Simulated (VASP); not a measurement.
Runs of VASP 6.6.1 on Zn. The structure is that of space group P6_3/mmc (No. 194), or close to it. The cells are those of the table. 

```tsv
cell	further INCAR settings	gap on the mesh (eV)	pressure (GPa)
a = 2.771, b = 2.771, c = 5.342 Å, angles 90.0, 90.0, 120.0°, 2 atoms	ALGO = Fast; EDIFF = 1e-07; NBANDS = 19	none	-7.2
a = 2.771, b = 2.771, c = 5.145 Å, angles 90.0, 90.0, 120.0°, 2 atoms	ALGO = Fast; EDIFF = 1e-07; NBANDS = 19	none	(a)
a = 2.878, b = 2.878, c = 5.342 Å, angles 90.0, 90.0, 120.0°, 2 atoms	ALGO = Fast; EDIFF = 1e-06; NBANDS = 19	none	(b)
a = 2.878, b = 2.878, c = 5.145 Å, angles 90.0, 90.0, 120.0°, 2 atoms	ALGO = Fast; EDIFF = 1e-07; NBANDS = 19	none	-8.2
a = 2.878, b = 2.878, c = 4.947 Å, angles 90.0, 90.0, 120.0°, 2 atoms	ALGO = Fast; EDIFF = 1e-06; NBANDS = 19	none	-7.3
```

Alike in all rows: task single point; level PBE; potentials or basis VASP PAW PBE potentials, release 64 (Zn); no spin polarisation; k mesh 24 × 24 × 10; cutoff (eV) 520; smearing gaussian 0.15 eV.

**Question.** Fill in the values left out.

**Answer.** (a) -6.3; (b) -8.4.

Caveats: the cell stands under tension.

A gap of «none» marks levels without a gap at the run's occupations.
